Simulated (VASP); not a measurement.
Here is a VASP 6.6.1 calculation.

File POSCAR:

```
BN
1.0
    2.4568420491      0.0000000000      0.0000000000
   -1.2212605467      2.1318056974      0.0000000000
   -0.6177907512     -1.0659028487      2.9608381970
N B
1 1
Direct
    0.6685060000      0.3323850000      0.9849990000
    0.9796430000      0.9834990000      0.0018060000
```

The input INCAR.step1:

```
SYSTEM = BN
  PREC = Accurate
  ENCUT = 520
  EDIFF = 1E-5
  ISMEAR = -1
  SIGMA = 0.05
  LREAL = .False.
  LASPH = .True.
  NELM = 80
  ALGO = Normal
  ISIF = 2
  LWAVE = .True.
  LCHARG = .False.
  NBANDS = 11
  GGA = PE
```

INCAR.step2

```
SYSTEM = BN
  PREC = Accurate
  ENCUT = 520
  EDIFF = 1E-6
  ISMEAR = -1
  SIGMA = 0.05
  LREAL = .False.
  LASPH = .True.
  NELM = 80
  ALGO = Normal
  ISIF = 2
  LWAVE = .False.
  LCHARG = .False.
  GGA = PE
  LHFCALC = .True.
  AEXX = 0.25
  PRECFOCK = Normal
  NBANDS = 11
  ISTART = 1
```

KPOINTS

```
Automatic mesh
0
Gamma
  6 6 4
  0 0 0
```

Potentials or basis: VASP PAW PBE potentials, release 64 (N, B).

Run with:

```console
$ cat potpaw_PBE.64/N/POTCAR potpaw_PBE.64/B/POTCAR > POTCAR
$ cp INCAR.step1 INCAR
$ mpirun -np 1 vasp_std > vasp.out
$ cp INCAR.step2 INCAR
$ mpirun -np 1 vasp_std > vasp.out
```

Task: Estimate the band gap on the k mesh.

Result: 4.89 eV (least direct gap 6.83 eV).

Task: What does it give for the largest force?

Result: 3.212 eV/Å.

Task: Predict the pressure.

Result: 18.4 GPa.

Forces on the atoms (eV/Å):
```
N   -1.976 -2.462  0.597
B    1.976  2.462 -0.597
```

Caveat: the k points lie up to 0.53 Å⁻¹ apart; the PAW data sets were made with another functional, which shifts forces and pressure a little. A k mesh can miss the band edges.
